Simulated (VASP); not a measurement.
Input of a VASP 6.6.1 run:

INCAR

```
SYSTEM = InPd
PREC     = Accurate       ! precision mode
ENCUT    = 520            ! plane-wave cutoff, eV
EDIFF    = 1E-7           ! SCF threshold, eV
ISMEAR   = -1             ! smearing method
SIGMA    = 0.05           ! smearing width, eV
LREAL    = .FALSE.        ! projectors in reciprocal space
LASPH    = .TRUE.         ! aspherical terms in the spheres
NELM     = 100            ! most SCF steps
ALGO     = Normal         ! electronic algorithm
ISIF     = 2              ! what is computed and relaxed
LWAVE    = .FALSE.        ! write WAVECAR
LCHARG   = .TRUE.         ! write CHGCAR
LELF     = .TRUE.         ! ELF
LVHAR    = .TRUE.       
NBANDS   = 18             ! bands
```

The input KPOINTS:

```
Automatic mesh
0
G
  8 8 8
  0 0 0
```

POSCAR

```
InPd
1.0
    3.2276647001      0.0000000000      0.0000000000
    0.0000000000      3.2276647001      0.0000000000
    0.0000000000      0.0000000000      3.2276647001
In Pd
1 1
Direct
    0.0000000000      0.0000000000      0.0000000000
    0.5000000000      0.5000000000      0.5000000000
```

Potentials or basis: VASP PAW LDA potentials, release 64 (In_d, Pd).

Launch:

```bash
$ cat potpaw_LDA.64/In_d/POTCAR potpaw_LDA.64/Pd/POTCAR > POTCAR
$ mpirun -np 1 vasp_std > vasp.out
```

(1) What does it give for the pressure?

## Answers

(1) -1.4 GPa.
